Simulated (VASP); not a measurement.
# CoO (R-3m) in VASP: single point with PBE

Aim: the single point of CoO with PBE.

Program: VASP 6.6.1. These are calculated values, not measurements. Logs are shortened: lines on timing, memory, paths and dates and some standing lists are left out, and cuts for length are marked.

### Step 1. The cell of the first run

Symmetry: R-3m, No. 166, trigonal system. Conventional cell: a = 2.824 Å, b = 2.824 Å, c = 8.017 Å, α = 90.00°, β = 90.00°, γ = 120.00°. Co (site symmetry -3m) has 6 O at 2.11 Å within 2.8 Å. Within 2.8 Å of O (site symmetry -3m) lie 6 Co at 2.11 Å.

### Step 2. Single point, PBE, collinear spin, antiferromagnetic start

Input file INCAR:

```
SYSTEM = CoO
PREC = Accurate
ENCUT = 520
EDIFF = 1E-6
ISMEAR = 0
SIGMA = 0.05
LREAL = .FALSE.
LASPH = .TRUE.
NELM = 150
ALGO = Normal
ISIF = 2
LWAVE = .FALSE.
LCHARG = .FALSE.
ISPIN = 2
MAGMOM = 2.58 -2.58 0 0
LORBIT = 11
LMAXMIX = 4
GGA = PE
NBANDS = 27
```

Input file KPOINTS:

```
regular mesh
0
G
  14 14 14
  0 0 0
```

Input file POSCAR:

```
CoO
1.0
   -2.4200832866     -2.4200832866      4.4169263504
   -4.4169263504     -2.4200832866      2.4200832866
   -2.4200832866     -4.4169263504      2.4200832866
Co O
2 2
Direct
    0.0000000000      0.0000000000      0.0000000000
    0.5000000000      0.5000000000      0.5000000000
    1.2499992812     -0.7500007188     -0.7500007188
    1.7500007188     -0.2499992812     -0.2499992812
```

Potentials or basis: VASP PAW PBE potentials, release 64 (Co, O).

The run is started by

```sh
$ cat potpaw_PBE.64/Co/POTCAR potpaw_PBE.64/O/POTCAR > POTCAR
$ mpirun -np 1 vasp_std > vasp.out
```

OUTCAR:

```text
SYSTEM = CoO
   PREC = Accurate
   ENCUT = 520
   EDIFF = 1E-6
   ISMEAR = 0
   LREAL = .FALSE.
   LASPH = .TRUE.
   NELM = 150
   ISIF = 2
   ISPIN = 2
   LORBIT = 11
   GGA = PE

 ion  position               nearest neighbor table
   1  0.000  0.000  0.000-   4 2.11   4 2.11   3 2.11   3 2.11   4 2.11   3 2.11
   2  0.500  0.500  0.500-   3 2.11   3 2.11   3 2.11   4 2.11   4 2.11   4 2.11
   3  0.250  0.250  0.250-   2 2.11   2 2.11   2 2.11   1 2.11   1 2.11   1 2.11
   4  0.750  0.750  0.750-   2 2.11   2 2.11   2 2.11   1 2.11   1 2.11   1 2.11

  LATTYP: Found a trigonal (rhomboedric) cell.
 ALAT       =     5.5877405642
 COS(alpha) =     0.8722927949

  Lattice vectors:

 A1 = (  -2.4200832866,  -2.4200832866,   4.4169263504)
 A2 = (  -4.4169263504,  -2.4200832866,   2.4200832866)
 A3 = (  -2.4200832866,  -4.4169263504,   2.4200832866)

Analysis of symmetry for initial positions (statically):
=====================================================================
 Subroutine PRICEL returns following result:

  LATTYP: Found a trigonal (rhomboedric) cell.
 ALAT       =     3.1303996972
 COS(alpha) =     0.5930994448
[... 12 lines left out ...]
 Subroutine GETGRP returns: Found 12 space group operations
 (whereof 12 operations were pure point group operations)
 out of a pool of 12 trial point group operations.

The static configuration has the point symmetry D_3d.

Analysis of symmetry for dynamics (positions and initial velocities):
=====================================================================
 Subroutine PRICEL returns following result:

  LATTYP: Found a trigonal (rhomboedric) cell.
 ALAT       =     3.1303996972
 COS(alpha) =     0.5930994448
[... 12 lines left out ...]
 Subroutine GETGRP returns: Found 12 space group operations
 (whereof 12 operations were pure point group operations)
 out of a pool of 12 trial point group operations.

The dynamic configuration has the point symmetry D_3d.

Analysis of structural, dynamic, and magnetic symmetry:
=====================================================================
 Subroutine PRICEL returns following result:

  LATTYP: Found a trigonal (rhomboedric) cell.
 ALAT       =     3.1303996972
 COS(alpha) =     0.5930994448
[... 12 lines left out ...]
 Subroutine GETGRP returns: Found 12 space group operations
 (whereof 12 operations were pure point group operations)
 out of a pool of 12 trial point group operations.

The overall configuration has the point symmetry D_3d.

 Subroutine INISYM returns: Found 12 space group operations
 (whereof 12 operations are pure point group operations),
 and found     2 'primitive' translations

----------------------------------------------------------------------------------------

                                     Primitive cell

  volume of cell :      18.4558

  direct lattice vectors                    reciprocal lattice vectors
     0.211620111  2.208463175 -2.208463175    -0.261843472  0.238947010 -0.238947010
     2.208463175  2.208463175 -0.211620111     0.238947010  0.238947010  0.261843472
     2.208463175  0.211620111 -2.208463175     0.238947010 -0.261843472 -0.238947010

  length of vectors
     3.130399697  3.130399697  3.130399697     0.427496609  0.427496609  0.427496609

  position of ions in fractional coordinates (direct lattice)
     0.000000000  0.000000000  0.000000000
     0.500001438  0.500001438  0.500001438

  ion indices of the primitive-cell ions
   primitive index   ion index
                 1           1
                 2           3

----------------------------------------------------------------------------------------

 KPOINTS: regular mesh

Automatic generation of k-mesh.
 Grid dimensions read from file:
 generate k-points for:   14   14   14

 Generating k-lattice:

  Cartesian coordinates                     Fractional coordinates (reciprocal lattice)
     0.009351553  0.009351553  0.026419196     0.071428571  0.000000000  0.000000000
    -0.026419196  0.009351553 -0.009351553     0.000000000  0.071428571  0.000000000
     0.009351553 -0.026419196 -0.009351553     0.000000000  0.000000000  0.071428571

  Length of vectors
     0.029544492  0.029544492  0.029544492

  Shift w.r.t. Gamma in fractional coordinates (k-lattice)
     0.000000000  0.000000000  0.000000000

 Subroutine IBZKPT returns following result:
 ===========================================

 Found    288 irreducible k-points:

 Following reciprocal coordinates:
            Coordinates               Weight
  0.000000  0.000000  0.000000      1.000000
  0.071429  0.000000  0.000000      6.000000
  0.142857  0.000000  0.000000      6.000000
  0.214286 -0.000000 -0.000000      6.000000
  0.285714 -0.000000 -0.000000      6.000000
  0.357143 -0.000000 -0.000000      6.000000
[... 16 lines left out ...]
  0.214286  0.142857 -0.000000     12.000000
  0.285714  0.142857  0.000000     12.000000
 [... further k-points ...]
   k-points           NKPTS =    288   k-points in BZ     NKDIM =    288   number of bands    NBANDS=     27
   number of dos      NEDOS =    301   number of ions     NIONS =      4
   total plane-waves  NPLWV =  74088
   dimension x,y,z NGX =    42 NGY =   42 NGZ =   42
   dimension x,y,z NGXF=    84 NGYF=   84 NGZF=   84
   ions per type =               2   2
   NGX,Y,Z   is equivalent  to a cutoff of  12.50, 12.50, 12.50 a.u.
   NGXF,Y,Z  is equivalent  to a cutoff of  24.99, 24.99, 24.99 a.u.
 SYSTEM =  CoO
   PREC   = accura    normal or accurate (medium, high low for compatibility)
   ISTART =      0    job   : 0-new  1-cont  2-samecut
   ICHARG =      2    charge: 1-file 2-atom 10-const
   ISPIN  =      2    spin polarized calculation?
   LNONCOLLINEAR =      F non collinear calculations
   LSORBIT =      F    spin-orbit coupling
   LASPH  =      T    aspherical Exc in radial PAW
   ENCUT  =  520.0 eV  38.22 Ry    6.18 a.u.  10.39 10.39 10.39*2*pi/ulx,y,z
   NELM   =    150;   NELMIN=  2; NELMDL= -5     # of ELM steps
   EDIFF  = 0.1E-05   stopping-criterion for ELM
   LREAL  =      F    real-space projection
   EDIFFG = 0.1E-04   stopping-criterion for IOM
   NSW    =      0    number of steps for IOM
   IBRION =     -1    ionic relax: 0-MD 1-quasi-New 2-CG
   NFREE  =      0    steps in history (QN), initial steepest desc. (CG)
   ISIF   =      2    stress and relaxation
   ISYM   =      2    0-nonsym 1-usesym 2-fastsym
   POTIM  = 0.5000    time-step for ionic-motion
   TEBEG  =    0.0;   TEEND  =   0.0 temperature during run
   PSTRESS=    0.0 pullay stress
   NELECT =      30.0000    total number of electrons
   NUPDOWN=      -1.0000    fix difference up-down
   EMIN   =  10.00;   EMAX   =-10.00  energy-range for DOS
   EFERMI =   0.00;   METHOD = LEGACY
   ISMEAR =     0;   SIGMA  =   0.05  broadening in eV -4-tet -1-fermi 0-gaus
   EFERMI_NEDOS =   21; number of points for ismear=-14 and -15
   IALGO  =     38    algorithm
   IMIX   =      4    mixing-type and parameters
     AMIX     =   0.40;   BMIX     =  1.00
     AMIX_MAG =   1.60;   BMIX_MAG =  1.00
  volume/ion in A,a.u.               =       9.23        62.27
  Fermi-wavevector in a.u.,A,eV,Ry     =   1.527781  2.887087 31.757557  2.334115
  Thomas-Fermi vector in A             =   2.635630
   LORBIT       =     11    0 simple, 1 ext, 2 COOP (PROOUT), +10 PAW based schemes
   GGA     = PE    functional components
   LHFCALC =     F    Hartree Fock is set to
   AEXX    =    0.0000 exact exchange contribution
   IVDW    =     0    specifies the selected vdW correction
   LEPSILON=     F    determine dielectric tensor
   LRPA    =     F    only Hartree local field effects (RPA)
 spin polarized calculation
 Gauss-broadening in eV      SIGMA  =   0.05
  energy-cutoff  :      520.00
  volume of cell :       36.91
 maximum number of plane-waves:      1008
 NGX is ok and might be reduce to    42
   NGX = 21   NGY = 21   NGZ = 21

 number of electron      30.0000008 magnetization       0.0000000

 Free energy of the ion-electron system (eV)
  ---------------------------------------------------
  ext. energy  EPLUGINS =         0.00000000
  ---------------------------------------------------
  free energy    TOTEN  =       -26.54882996 eV

  energy without entropy =      -26.54247481  energy(sigma->0) =      -26.54565238

 E-fermi :   8.4585     XC(G=0): -12.6961

 val. band max:        8.4569964206   @ k =   0.3571   0.3571   0.0714
 cond. band min:       8.4585372435   @ k =  -0.2143   0.0714   0.0714
 fundamental gap:      0.0015408229
 Fermi energy:         8.4585330568

 spin component 1

 k-point     1 :       0.0000    0.0000    0.0000
  band No.  band energies     occupation
      1     -11.8496      1.00000
      2     -10.8208      1.00000
      3      -0.0902      1.00000
      4       3.4272      1.00000
      5       3.4272      1.00000
      6       4.7126      1.00000
[... 709 lines left out ...]
     26      24.5062      0.00000
     27      27.5959      0.00000

 [... further k-points ...]

 spin component 2

 k-point     1 :       0.0000    0.0000    0.0000
  band No.  band energies     occupation
      1     -11.8496      1.00000
      2     -10.8208      1.00000
      3      -0.0903      1.00000
      4       3.4266      1.00000
      5       3.4266      1.00000
      6       4.7126      1.00000
[... 709 lines left out ...]
     26      24.5062      0.00000
     27      27.5959      0.00000

 [... further k-points ...]
[... 5 lines left out ...]
  --------------------------------------------------------------------------------------
  -------------------------------------------------------------------------------------
  Total       -0.1243635     -0.1243635     -0.1243635     -0.0443490      0.0443490      0.0443490
  in kB       -5.3981024     -5.3981024     -5.3981024     -1.9250057      1.9250057      1.9250057
  external PRESSURE =      -5.3981024 kB  Pullay stress =       0.0000000 kB

 VOLUME and BASIS-vectors are now :
 -----------------------------------------------------------------------------
  energy-cutoff  :      520.00
  volume of cell :       36.91
      direct lattice vectors                 reciprocal lattice vectors
    -2.420083287 -2.420083287  4.416926350     0.130921736  0.130921736  0.369868746
    -4.416926350 -2.420083287  2.420083287    -0.369868746  0.130921736 -0.130921736
    -2.420083287 -4.416926350  2.420083287     0.130921736 -0.369868746 -0.130921736

 POSITION                                       TOTAL-FORCE (eV/Angst)
 -----------------------------------------------------------------------------------
      0.00000      0.00000      0.00000        -0.000000     -0.000000      0.000000
     -4.62855     -4.62855      4.62855        -0.000000     -0.000000      0.000000
     -2.31427     -2.31427      2.31427         0.000000      0.000000      0.000000
     -6.94283     -6.94283      6.94283        -0.000000     -0.000000     -0.000000
 -----------------------------------------------------------------------------------
    total drift:                                0.000000      0.000000     -0.000000

  FREE ENERGIE OF THE ION-ELECTRON SYSTEM (eV)
  ---------------------------------------------------
  free  energy   TOTEN  =       -26.5488299589 eV

  energy  without entropy=      -26.5424748076  energy(sigma->0) =      -26.54565238

 total charge

# of ion       s       p       d       tot
------------------------------------------
    1        0.308   0.382   7.188   7.878
    2        0.308   0.382   7.188   7.878
    3        1.564   3.417   0.000   4.981
    4        1.564   3.417   0.000   4.981
--------------------------------------------------
tot          3.744   7.598  14.377  25.719

 magnetization (x)

# of ion       s       p       d       tot
------------------------------------------
    1       -0.002  -0.012   2.386   2.372
    2        0.002   0.012  -2.386  -2.372
    3        0.000   0.000   0.000   0.000
    4        0.000   0.000   0.000   0.000
--------------------------------------------------
tot          0.000   0.000   0.000   0.000
```

It took 35 min on 1 thread of Intel Xeon Platinum 8124M at 3.00GHz (Skylake/Cascade Lake), shared host; peak memory 0.61 GiB.

Results:

- Free energy: -26.5488 eV
- Pressure: -0.5 GPa
- Band gap on the k mesh: zero (filled and empty bands overlap)
- Net moment: 0.00 μB per cell
- Site moments: Co +2.37, -2.37; O +0.00 μB
- Valence electrons inside the program's atomic spheres: Co 7.88; O 4.98

Levels at points of the mesh, in eV from the Fermi level:
Spin up:
```tsv
k point	band 12	band 13	band 14	band 15	band 16	band 17	band 18	band 19
(0.00, 0.00, 0.00)	-1.96	-1.96	-0.80	-0.58	-0.58	1.60	1.67	1.67
(0.50, 0.00, 0.00)	-1.43	-1.11	-0.90	0.19	0.38	1.44	1.48	7.46
(0.50, 0.50, 0.00)	-1.58	-1.42	-1.01	0.22	0.35	1.88	2.21	4.90
(0.50, 0.50, 0.50)	-0.77	-0.77	-0.75	-0.65	-0.65	1.29	1.29	4.03
```
Spin down:
| k point | band 11 | band 12 | band 13 | band 14 | band 15 | band 16 | band 17 | band 18 | band 19 | band 20 |
| --- | --- | --- | --- | --- | --- | --- | --- | --- | --- | --- |
| (0.00, 0.00, 0.00) | -2.56 | -1.96 | -1.96 | -0.80 | -0.58 | -0.58 | 1.60 | 1.67 | 1.67 | 6.50 |
| (0.50, 0.00, 0.00) | -1.65 | -1.43 | -1.11 | -0.90 | 0.19 | 0.38 | 1.44 | 1.48 | 7.46 | 7.55 |
| (0.50, 0.50, 0.00) | -1.93 | -1.58 | -1.42 | -1.01 | 0.22 | 0.36 | 1.88 | 2.21 | 4.90 | 6.68 |
| (0.50, 0.50, 0.50) | -2.57 | -0.78 | -0.78 | -0.75 | -0.65 | -0.65 | 1.29 | 1.29 | 4.03 | 4.24 |

Caveat: semilocal functionals often make such compounds metallic where correlation or magnetic order opens a gap, which also shifts bond lengths. With open d or f shells a metallic result of PBE can be an artefact of self-interaction; +U or a hybrid may open a gap.
